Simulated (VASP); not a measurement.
Wanted: the native input for a VASP 6.6.1 run.

* Task: single point
* Functional: PBEsol
* Potentials or basis: VASP PAW PBE potentials, release 64 (Cu, Pt)
* Cutoff: 520 eV
* k mesh: 18 × 18 × 18
* Occupations: fermi-dirac, width 0.08 eV
* Spin: no spin polarisation
* Dipole correction: no
* Further INCAR settings: ALGO = Normal; EDIFF = 1e-07; NBANDS = 18

The structure of CuPt lies in POSCAR:

```
CuPt
1.0
    1.3507425444      0.7798515716      4.2421142597
   -1.3507425444      0.7798515716      4.2421142597
    0.0000000000     -1.5597031432      4.2421142597
Cu Pt
1 1
Direct
    0.0000000000      0.0000000000      0.0000000000
    0.5000000000      0.5000000000      0.5000000000
```

These files were run (other wordings do the same):

INCAR

```
  PREC = Accurate
  ENCUT = 520
  EDIFF = 1E-7
  ISMEAR = -1
  SIGMA = 0.08
  LREAL = F
  LASPH = T
  NELM = 60
  ALGO = Normal
  ISIF = 2
  LWAVE = F
  LCHARG = T
  GGA = PS
  LELF = T
  LVHAR = T
  NBANDS = 18
```

KPOINTS

```
Automatic mesh
0
Gamma
  18 18 18
```

Potentials or basis: VASP PAW PBE potentials, release 64 (Cu, Pt).

The run is started by

```sh
$ cat potpaw_PBE.64/Cu/POTCAR potpaw_PBE.64/Pt/POTCAR > POTCAR
$ mpirun -np 1 vasp_std > vasp.out
```

Results of the run:

The pressure is 0.1 GPa.

Caveat: the PAW data sets were made with another functional, which shifts forces and pressure a little.

Wall time 16 min on 1 thread of AMD EPYC 7R43 64-Core Processor (Zen 3), with other jobs on the host, peak memory 0.4 GiB.
